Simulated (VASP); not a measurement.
A run of VASP 6.6.1 is set up as follows.

The input INCAR:

```
ALGO     = Normal         # electronic algorithm
EDIFF    = 1E-6           # SCF threshold, eV
ENCUT    = 500            # plane-wave cutoff, eV
GGA      = PE             # functional
GGA_COMPAT= False        
ISIF     = 2              # what is computed and relaxed
ISMEAR   = -1             # smearing method
LASPH    = True           # aspherical terms in the spheres
LCHARG   = True           # write CHGCAR
LELF     = True           # ELF
LREAL    = False          # projectors in reciprocal space
LVHAR    = True         
LWAVE    = False          # write WAVECAR
NBANDS   = 21             # bands
NELM     = 120            # most SCF steps
PREC     = Accurate       # precision mode
SIGMA    = 0.15           # smearing width, eV
```

File KPOINTS:

```
k-points
0
Gamma
  18 18 10
```

Contents of POSCAR:

```
Ru
1.0
    2.7031559142      0.0000000000      0.0000000000
   -1.3515779571      2.3410016921      0.0000000000
    0.0000000000      0.0000000000      4.2709887322
Ru
2
Direct
    0.3333333333      0.6666666667      0.2500000000
    0.6666666667      0.3333333333      0.7500000000
```

Potentials or basis: VASP PAW PBE potentials, release 64 (Ru_pv).

Run with:

```bash
$ cat potpaw_PBE.64/Ru_pv/POTCAR > POTCAR
$ mpirun -np 1 vasp_std > vasp.out
```

Estimate the pressure.

6.5 GPa.

Predict the band gap on the k mesh.

zero (band 14 reaches 14.42 eV, above the bottom of band 15 at 11.27 eV).
